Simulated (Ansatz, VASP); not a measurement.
Ag in VASP and in Ansatz

File INCAR:

```
PREC = Accurate
ENCUT = 520
EDIFF = 1E-6
ISMEAR = 0
SIGMA = 0.1
LREAL = F
LASPH = T
NELM = 60
ALGO = Normal
ISIF = 2
LWAVE = F
LCHARG = F
LDIPOL = T
IDIPOL = 3
DIPOL = 0.5 0.5 0.500
GGA = PE
NBANDS = 48
```

File KPOINTS:

```
Automatic mesh
0
Gamma
  12 12 1
```

Contents of POSCAR:

```
Ag
1.0
    2.9355691563      0.0000000000      0.0000000000
   -1.4677845781      2.5422774639      0.0000000000
    0.0000000000      0.0000000000     21.3666405453
Ag
7
Direct
    0.0000000000      0.0000000000      0.1638067525
    0.6666666667      0.3333333333      0.2758001536
    0.3333333333      0.6666666667      0.3877935548
    0.6666666667      0.3333333333      0.5000000000
    0.3333333333      0.6666666667      0.6119934011
    0.0000000000      0.0000000000      0.7239868022
    0.3333333333      0.6666666667      0.8361932475
```

Input for Ansatz:

```yaml
crystal:
  lattice:
    - [2.9355691563, 0.0, 0.0]
    - [-1.4677845781, 2.5422774639, 0.0]
    - [0.0, 0.0, 21.3666405453]
  atoms:
    - { symbol: Ag, position: [0.0, 0.0, 0.1638067525] }
    - { symbol: Ag, position: [0.6666666667, 0.3333333333, 0.2758001536] }
    - { symbol: Ag, position: [0.3333333333, 0.6666666667, 0.3877935548] }
    - { symbol: Ag, position: [0.6666666667, 0.3333333333, 0.5] }
    - { symbol: Ag, position: [0.3333333333, 0.6666666667, 0.6119934011] }
    - { symbol: Ag, position: [0.0, 0.0, 0.7239868022] }
    - { symbol: Ag, position: [0.3333333333, 0.6666666667, 0.8361932475] }
basis:
  ecutwfc: 420
kpoints:
  mp_grid: { grid: [12, 12, 1] }
hamiltonian:
  xc: pbe
scf:
  occupations: { method: gaussian, width: 0.1 }
output:
  forces: true
  stress: true
  eigenvalues: true
efield:
  axis: 3
  dipole_correction: true
  ramp_width: 0.04
```

Alike in both runs: task single point; functional PBE; k mesh 12 × 12 × 1; occupations gaussian, width 0.1 eV; no spin polarisation.

|  | VASP | Ansatz |
| --- | --- | --- |
| version | VASP 6.6.1 | Ansatz 0.2.0 |
| potentials or method | VASP PAW PBE potentials, release 64 (Ag), cutoff 520 eV | scalar-relativistic, plane waves, PAW |
| valence electrons in the cell | 77 | 133 |

|  | VASP | Ansatz | Ansatz less VASP |
| --- | --- | --- | --- |
| gap on the k mesh at the Fermi level (eV) | none | none | - |
| rms of the force components (eV/Å) | 0.017 | 0.017 | 0.0000 |

Atom by atom the forces differ by 0.001 eV/Å (rms over components). A gap of «none» marks a metal or a gap that the smearing closes. The functional is the same, so the differences come from potentials, cutoffs and numerics. VASP's potentials hold 77 valence electrons a cell and Ansatz's 133, so a difference there can come from the potentials and not from the codes. Ansatz's warnings: vacuum density over bound.
